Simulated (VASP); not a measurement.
# P in VASP: notebook, part 2 of 2

VASP 6.6.1. Earlier steps stand in the parts before.

## 3. Single point, PBEsol

Input file INCAR:

```
SYSTEM = P
PREC = Accurate
ENCUT = 520
EDIFF = 1E-6
ISMEAR = 0
SIGMA = 0.02
LREAL = .FALSE.
LASPH = .TRUE.
NELM = 60
ALGO = Normal
ISIF = 2
LWAVE = .FALSE.
LCHARG = .FALSE.
GGA = PS
NBANDS = 18
```

Input file KPOINTS:

```
regular mesh
0
G
  8 1 6
  0 0 0
```

Input file POSCAR:

```
P
1.0
    3.3229951666      0.0000000000      0.0000000000
    0.0000000000     35.2695077552      0.0000000000
    0.0000000000      0.0000000000      4.2372490930
P
4
Direct
    0.0000000000      0.9697327916      0.5757322245
    0.0000000000      0.0302672084      0.4242677755
    0.5000000000      0.0302672084      0.0757322245
    0.5000000000      0.9697327916      0.9242677755
```

Potentials or basis: VASP PAW PBE potentials, release 64 (P).

Run with:

```sh
$ cat potpaw_PBE.64/P/POTCAR > POTCAR
$ mpirun -np 1 vasp_std > vasp.out
```

OUTCAR:

```text
SYSTEM = P
   PREC = Accurate
   ENCUT = 520
   EDIFF = 1E-6
   ISMEAR = 0
   LREAL = .FALSE.
   LASPH = .TRUE.
   NELM = 60
   ISIF = 2
   GGA = PS

 ion  position               nearest neighbor table
   1  0.000  0.970  0.576-   4 2.22   4 2.22   2 2.23
   2  0.000  0.030  0.424-   3 2.22   3 2.22   1 2.23
   3  0.500  0.030  0.076-   2 2.22   2 2.22   4 2.23
   4  0.500  0.970  0.924-   1 2.22   1 2.22   3 2.23

  LATTYP: Found a simple orthorhombic cell.
 ALAT       =     3.3229951666
 B/A-ratio  =     1.2751294782
 C/A-ratio  =    10.6137704050

  Lattice vectors:

 A1 = (  -3.3229951666,   0.0000000000,   0.0000000000)
 A2 = (   0.0000000000,   0.0000000000,   4.2372490930)
 A3 = (   0.0000000000,  35.2695077552,   0.0000000000)

Analysis of symmetry for initial positions (statically):
=====================================================================
 Subroutine PRICEL returns:
 Original cell was already a primitive cell.

 Routine SETGRP: Setting up the symmetry group for a
 simple orthorhombic supercell.

 Subroutine GETGRP returns: Found  8 space group operations
 (whereof  4 operations were pure point group operations)
 out of a pool of  8 trial point group operations.

The static configuration has the point symmetry C_2h.
 The point group associated with its full space group is D_2h.

Analysis of symmetry for dynamics (positions and initial velocities):
=====================================================================
 Subroutine PRICEL returns:
 Original cell was already a primitive cell.

 Routine SETGRP: Setting up the symmetry group for a
 simple orthorhombic supercell.

 Subroutine GETGRP returns: Found  8 space group operations
 (whereof  4 operations were pure point group operations)
 out of a pool of  8 trial point group operations.

[... 117 lines left out ...]
   IALGO  =     38    algorithm
   IMIX   =      4    mixing-type and parameters
     AMIX     =   0.40;   BMIX     =  1.00
     AMIX_MAG =   1.60;   BMIX_MAG =  1.00
  volume/ion in A,a.u.               =     124.15       837.82
  Fermi-wavevector in a.u.,A,eV,Ry     =   0.561152  1.060423  4.284359  0.314891
  Thomas-Fermi vector in A             =   1.597328
   LORBIT       =      0    0 simple, 1 ext, 2 COOP (PROOUT), +10 PAW based schemes
   GGA     = PS    functional components
   LHFCALC =     F    Hartree Fock is set to
   AEXX    =    0.0000 exact exchange contribution
   IVDW    =     0    specifies the selected vdW correction
   LEPSILON=     F    determine dielectric tensor
   LRPA    =     F    only Hartree local field effects (RPA)
 non-spin polarized calculation
 Gauss-broadening in eV      SIGMA  =   0.02
  energy-cutoff  :      520.00
  volume of cell :      496.61
 maximum number of plane-waves:     13440
 NGX is ok and might be reduce to    28
   NGX = 13   NGY =131   NGZ = 15

 number of electron      19.9999998 magnetization

 Free energy of the ion-electron system (eV)
  ---------------------------------------------------
  ext. energy  EPLUGINS =         0.00000000
  ---------------------------------------------------
  free energy    TOTEN  =       -22.82250303 eV

  energy without entropy =      -22.82250303  energy(sigma->0) =      -22.82250303

 E-fermi :  -2.9675     XC(G=0):  -1.8130

 val. band max:       -3.0756729302   @ k =   0.0000   0.0000   0.0000
 cond. band min:      -2.5581333118   @ k =   0.0000   0.0000   0.0000
 fundamental gap:      0.5175396184
 Fermi energy:        -2.9674721183

 k-point     1 :       0.0000    0.0000    0.0000
  band No.  band energies     occupation
      1     -18.5078      2.00000
      2     -15.6930      2.00000
      3     -11.9380      2.00000
      4      -9.0542      2.00000
      5      -8.0453      2.00000
      6      -7.3933      2.00000
[... 397 lines left out ...]
      5      -8.4016      2.00000
      6      -8.4016      2.00000
[... 10 lines left out ...]
     17       2.9996      0.00000
     18       2.9996      0.00000

------------------------ aborting loop because EDIFF is reached ----------------------------------------

  FORCE on cell =-STRESS in cart. coord.  units (eV):
  Direction    XX          YY          ZZ          XY          YZ          ZX
  --------------------------------------------------------------------------------------
  -------------------------------------------------------------------------------------
  Total       -0.0289781     -0.0949244      0.6904833      0.0000000     -0.0000000      0.0000000
  in kB       -0.0934904     -0.3062495      2.2276690      0.0000000     -0.0000000      0.0000000
  external PRESSURE =       0.6093097 kB  Pullay stress =       0.0000000 kB

 VOLUME and BASIS-vectors are now :
 -----------------------------------------------------------------------------
  energy-cutoff  :      520.00
  volume of cell :      496.61
      direct lattice vectors                 reciprocal lattice vectors
     3.322995167  0.000000000  0.000000000     0.300933330  0.000000000  0.000000000
     0.000000000 35.269507755  0.000000000     0.000000000  0.028353103  0.000000000
     0.000000000  0.000000000  4.237249093     0.000000000  0.000000000  0.236002175

 POSITION                                       TOTAL-FORCE (eV/Angst)
 -----------------------------------------------------------------------------------
      0.00000     34.20200      2.43952         0.000000      0.018970      0.015440
      0.00000      1.06751      1.79773        -0.000000     -0.018970     -0.015440
      1.66150      1.06751      0.32090        -0.000000     -0.018970      0.015440
      1.66150     34.20200      3.91635         0.000000      0.018970     -0.015440
 -----------------------------------------------------------------------------------
    total drift:                               -0.000000      0.000000     -0.000000

  FREE ENERGIE OF THE ION-ELECTRON SYSTEM (eV)
  ---------------------------------------------------
  free  energy   TOTEN  =       -22.8225030303 eV

  energy  without entropy=      -22.8225030303  energy(sigma->0) =      -22.82250303
```

Run time: 2.3 min. Hardware: 1 thread of Intel Xeon 6975P-C (Granite Rapids), shared host; peak memory 0.55 GiB.

Results:

- Free energy: -22.8225 eV
- Largest force: 0.024 eV/Å
- Band gap on the k mesh: 0.52 eV, direct

Forces on the atoms (eV/Å):
```
P    0.000  0.019  0.015
P    0.000 -0.019 -0.015
P    0.000 -0.019  0.015
P    0.000  0.019 -0.015
```

Levels at points of the mesh, in eV from the valence-band top:
```csv
k point,band 8,band 9,band 10,band 11,band 12,band 13
"(0.00, 0.00, 0.00)",-2.13,-1.98,0.00,0.52,1.22,2.53
"(0.50, 0.00, 0.00)",-2.82,-2.19,-2.19,1.32,1.32,1.63
"(0.00, 0.00, 0.50)",-2.78,-0.88,-0.88,1.90,1.90,3.05
"(0.50, 0.00, 0.50)",-5.20,-1.61,-1.61,2.31,2.31,4.83
```

Caveat: the PAW data sets were made with another functional, which shifts forces and pressure a little.

## 4. Single point, PBEsol (uniaxial strain along c: -3.0 %, then relaxed in part)

Input file INCAR:

```
ALGO = Normal
EDIFF = 1E-6
ENCUT = 520
GGA = PS
ISIF = 2
ISMEAR = 0
LASPH = True
LCHARG = True
LELF = True
LREAL = False
LVHAR = True
LWAVE = False
NBANDS = 18
NELM = 60
PREC = Accurate
SIGMA = 0.02
```

Input file KPOINTS:

```
k-points
0
Gamma
  8 1 6
```

Input file POSCAR:

```
P
1.0
    3.3103136540      0.0000000000      0.0000000000
    0.0000000000     35.1384628867      0.0000000000
    0.0000000000      0.0000000000      4.3038027436
P
4
Direct
    0.0000000000      0.9697104046      0.5780900458
    0.0000000000      0.0302895954      0.4219099542
    0.5000000000      0.0302895954      0.0780900458
    0.5000000000      0.9697104046      0.9219099542
```

Potentials or basis: VASP PAW PBE potentials, release 64 (P).

Run with:

```sh
$ cat potpaw_PBE.64/P/POTCAR > POTCAR
$ mpirun -np 1 vasp_std > vasp.out
```

OUTCAR:

```text
EDIFF = 1E-6
   ENCUT = 520
   GGA = PS
   ISIF = 2
   ISMEAR = 0
   LASPH = True
   LREAL = False
   NELM = 60
   PREC = Accurate

 ion  position               nearest neighbor table
   1  0.000  0.970  0.578-   4 2.22   4 2.22   2 2.23
   2  0.000  0.030  0.422-   3 2.22   3 2.22   1 2.23
   3  0.500  0.030  0.078-   2 2.22   2 2.22   4 2.23
   4  0.500  0.970  0.922-   1 2.22   1 2.22   3 2.23

  LATTYP: Found a simple orthorhombic cell.
 ALAT       =     3.3103136540
 B/A-ratio  =     1.3001193220
 C/A-ratio  =    10.6148439572

  Lattice vectors:

 A1 = (  -3.3103136540,   0.0000000000,   0.0000000000)
 A2 = (   0.0000000000,   0.0000000000,   4.3038027436)
 A3 = (   0.0000000000,  35.1384628867,   0.0000000000)

Analysis of symmetry for initial positions (statically):
=====================================================================
 Subroutine PRICEL returns:
 Original cell was already a primitive cell.

 Routine SETGRP: Setting up the symmetry group for a
 simple orthorhombic supercell.

 Subroutine GETGRP returns: Found  8 space group operations
 (whereof  4 operations were pure point group operations)
 out of a pool of  8 trial point group operations.

The static configuration has the point symmetry C_2h.
 The point group associated with its full space group is D_2h.

Analysis of symmetry for dynamics (positions and initial velocities):
=====================================================================
 Subroutine PRICEL returns:
 Original cell was already a primitive cell.

 Routine SETGRP: Setting up the symmetry group for a
 simple orthorhombic supercell.

 Subroutine GETGRP returns: Found  8 space group operations
 (whereof  4 operations were pure point group operations)
 out of a pool of  8 trial point group operations.

The dynamic configuration has the point symmetry C_2h.
 The point group associated with its full space group is D_2h.

 Subroutine INISYM returns: Found  8 space group operations
 (whereof  4 operations are pure point group operations),
 and found     1 'primitive' translations

----------------------------------------------------------------------------------------

                                     Primitive cell

  volume of cell :     500.6155

  direct lattice vectors                    reciprocal lattice vectors
     3.310313654  0.000000000  0.000000000     0.302086178  0.000000000  0.000000000
     0.000000000 35.138462887  0.000000000     0.000000000  0.028458843  0.000000000
     0.000000000  0.000000000  4.303802744     0.000000000  0.000000000  0.232352656

  length of vectors
     3.310313654 35.138462887  4.303802744     0.302086178  0.028458843  0.232352656

  position of ions in fractional coordinates (direct lattice)
     0.000000000  0.969710405  0.578090046
     0.000000000  0.030289595  0.421909954
     0.500000000  0.030289595  0.078090046
     0.500000000  0.969710405  0.921909954

  ion indices of the primitive-cell ions
   primitive index   ion index
                 1           1
                 2           2
                 3           3
                 4           4

[... 21 lines left out ...]
 Subroutine IBZKPT returns following result:
 ===========================================

 Found     20 irreducible k-points:

 Following reciprocal coordinates:
            Coordinates               Weight
  0.000000  0.000000  0.000000      1.000000
  0.125000  0.000000  0.000000      2.000000
  0.250000  0.000000  0.000000      2.000000
  0.375000  0.000000  0.000000      2.000000
  0.500000  0.000000  0.000000      1.000000
  0.000000  0.000000  0.166667      2.000000
[... 12 lines left out ...]
  0.375000  0.000000  0.500000      2.000000
  0.500000  0.000000  0.500000      1.000000
   k-points           NKPTS =     20   k-points in BZ     NKDIM =     20   number of bands    NBANDS=     18
   number of dos      NEDOS =    301   number of ions     NIONS =      4
   total plane-waves  NPLWV = 241920
   dimension x,y,z NGX =    28 NGY =  270 NGZ =   32
   dimension x,y,z NGXF=    56 NGYF=  540 NGZF=   64
   ions per type =               4
   NGX,Y,Z   is equivalent  to a cutoff of  14.06, 12.77, 12.36 a.u.
   NGXF,Y,Z  is equivalent  to a cutoff of  28.12, 25.55, 24.72 a.u.
 SYSTEM =  unknown system
   PREC   = accura    normal or accurate (medium, high low for compatibility)
   ISTART =      0    job   : 0-new  1-cont  2-samecut
   ICHARG =      2    charge: 1-file 2-atom 10-const
   ISPIN  =      1    spin polarized calculation?
   LNONCOLLINEAR =      F non collinear calculations
   LSORBIT =      F    spin-orbit coupling
   LASPH  =      T    aspherical Exc in radial PAW
   ENCUT  =  520.0 eV  38.22 Ry    6.18 a.u.   6.15 65.33  8.00*2*pi/ulx,y,z
   NELM   =     60;   NELMIN=  2; NELMDL= -5     # of ELM steps
   EDIFF  = 0.1E-05   stopping-criterion for ELM
   LREAL  =      F    real-space projection
   EDIFFG = 0.1E-04   stopping-criterion for IOM
   NSW    =      0    number of steps for IOM
   IBRION =     -1    ionic relax: 0-MD 1-quasi-New 2-CG
   NFREE  =      0    steps in history (QN), initial steepest desc. (CG)
   ISIF   =      2    stress and relaxation
   ISYM   =      2    0-nonsym 1-usesym 2-fastsym
   POTIM  = 0.5000    time-step for ionic-motion
   TEBEG  =    0.0;   TEEND  =   0.0 temperature during run
   PSTRESS=    0.0 pullay stress
   NELECT =      20.0000    total number of electrons
   NUPDOWN=      -1.0000    fix difference up-down
   EMIN   =  10.00;   EMAX   =-10.00  energy-range for DOS
   EFERMI =   0.00;   METHOD = LEGACY
   ISMEAR =     0;   SIGMA  =   0.02  broadening in eV -4-tet -1-fermi 0-gaus
   EFERMI_NEDOS =   21; number of points for ismear=-14 and -15
   IALGO  =     38    algorithm
   IMIX   =      4    mixing-type and parameters
     AMIX     =   0.40;   BMIX     =  1.00
     AMIX_MAG =   1.60;   BMIX_MAG =  1.00
  volume/ion in A,a.u.               =     125.15       844.58
  Fermi-wavevector in a.u.,A,eV,Ry     =   0.559650  1.057586  4.261460  0.313208
  Thomas-Fermi vector in A             =   1.595189
   LORBIT       =      0    0 simple, 1 ext, 2 COOP (PROOUT), +10 PAW based schemes
   GGA     = PS    functional components
   LHFCALC =     F    Hartree Fock is set to
   AEXX    =    0.0000 exact exchange contribution
   IVDW    =     0    specifies the selected vdW correction
   LEPSILON=     F    determine dielectric tensor
   LRPA    =     F    only Hartree local field effects (RPA)
 non-spin polarized calculation
 Gauss-broadening in eV      SIGMA  =   0.02
  energy-cutoff  :      520.00
  volume of cell :      500.62
 maximum number of plane-waves:     13552
 NGX is ok and might be reduce to    28
   NGX = 13   NGY =131   NGZ = 17

 number of electron      19.9999994 magnetization

 Free energy of the ion-electron system (eV)
  ---------------------------------------------------
  ext. energy  EPLUGINS =         0.00000000
  ---------------------------------------------------
  free energy    TOTEN  =       -22.83250395 eV

  energy without entropy =      -22.83250395  energy(sigma->0) =      -22.83250395

 E-fermi :  -3.0431     XC(G=0):  -1.8163

 val. band max:       -3.1550794148   @ k =   0.0000   0.0000   0.0000
 cond. band min:      -2.5649376456   @ k =   0.0000   0.0000   0.0000
 fundamental gap:      0.5901417692
 Fermi energy:        -3.0430538563

 k-point     1 :       0.0000    0.0000    0.0000
  band No.  band energies     occupation
      1     -18.5103      2.00000
      2     -15.7499      2.00000
      3     -12.0802      2.00000
      4      -9.0857      2.00000
      5      -8.0647      2.00000
      6      -7.5427      2.00000
[... 397 lines left out ...]
      5      -8.3374      2.00000
      6      -8.3374      2.00000
[... 10 lines left out ...]
     17       2.7655      0.00000
     18       2.7655      0.00000

------------------------ aborting loop because EDIFF is reached ----------------------------------------

  FORCE on cell =-STRESS in cart. coord.  units (eV):
  Direction    XX          YY          ZZ          XY          YZ          ZX
  --------------------------------------------------------------------------------------
  -------------------------------------------------------------------------------------
  Total       -0.0713945     -0.1016145      0.4360029      0.0000000      0.0000000      0.0000000
  in kB       -0.2284921     -0.3252086      1.3953902      0.0000000      0.0000000      0.0000000
  external PRESSURE =       0.2805632 kB  Pullay stress =       0.0000000 kB

 VOLUME and BASIS-vectors are now :
 -----------------------------------------------------------------------------
  energy-cutoff  :      520.00
  volume of cell :      500.62
      direct lattice vectors                 reciprocal lattice vectors
     3.310313654  0.000000000  0.000000000     0.302086178  0.000000000  0.000000000
     0.000000000 35.138462887  0.000000000     0.000000000  0.028458843  0.000000000
     0.000000000  0.000000000  4.303802744     0.000000000  0.000000000  0.232352656

 POSITION                                       TOTAL-FORCE (eV/Angst)
 -----------------------------------------------------------------------------------
      0.00000     34.07413      2.48799        -0.000000      0.020574      0.013771
      0.00000      1.06433      1.81582         0.000000     -0.020574     -0.013771
      1.65516      1.06433      0.33608         0.000000     -0.020574      0.013771
      1.65516     34.07413      3.96772         0.000000      0.020574     -0.013771
 -----------------------------------------------------------------------------------
    total drift:                                0.000000      0.000000     -0.000000

  FREE ENERGIE OF THE ION-ELECTRON SYSTEM (eV)
  ---------------------------------------------------
  free  energy   TOTEN  =       -22.8325039523 eV

  energy  without entropy=      -22.8325039523  energy(sigma->0) =      -22.83250395
```

stdout:

```text
POSCAR found type information on POSCAR P
 POSCAR found :  1 types and       4 ions
 scaLAPACK will be used
 -----------------------------------------------------------------------------
|                                                                             |
|                                                                             |
|     You enforced a specific xc type in the INCAR file but a different       |
|     I HOPE YOU KNOW WHAT YOU ARE DOING!                                     |
|                                                                             |
 -----------------------------------------------------------------------------

 LDA part: xc-table for (Slater+PW92), standard interpolation
 POSCAR, INCAR and KPOINTS ok, starting setup
 FFT: planning ... GRIDC
 FFT: planning ... GRID_SOFT
 FFT: planning ... GRID
 WAVECAR not read
 entering main loop
```

It took 2 min on 1 thread of Intel Xeon 6975P-C (Granite Rapids), shared host; peak memory 0.56 GiB.

Results:

```yaml
Free_energy: -22.8325 eV
Largest_force: 0.025 eV/Å
Band_gap_on_the_k_mesh: 0.59 eV, direct
```

Forces on the atoms (eV/Å):
```
P    0.000  0.021  0.014
P    0.000 -0.021 -0.014
P    0.000 -0.021  0.014
P    0.000  0.021 -0.014
```

Caveat: the cell differs from its parent crystal (uniaxial strain along c: -3.0 %, then relaxed in part); the PAW data sets were made with another functional, which shifts forces and pressure a little.

## 5. Overview

| cell | gap on the mesh (eV) | largest force (eV/Å) |
| --- | --- | --- |
| a = 3.321, b = 35.267, c = 4.237 Å, 4 atoms | 0.45 | 0.21 |
| a = 3.323, b = 35.270, c = 4.237 Å, 4 atoms | 0.52 | 0.02 |
| a = 3.310, b = 35.138, c = 4.304 Å, 4 atoms | 0.59 | 0.02 |

Alike in all rows: task single point; level PBEsol; potentials or basis VASP PAW PBE potentials, release 64 (P); no spin polarisation; k mesh 8 × 1 × 6; cutoff (eV) 520; smearing gaussian 0.02 eV.

Caveats: the PAW data sets were made with another functional, which shifts forces and pressure a little.

Total energies depend on the potentials used, so only differences within one code and one set of settings carry meaning.
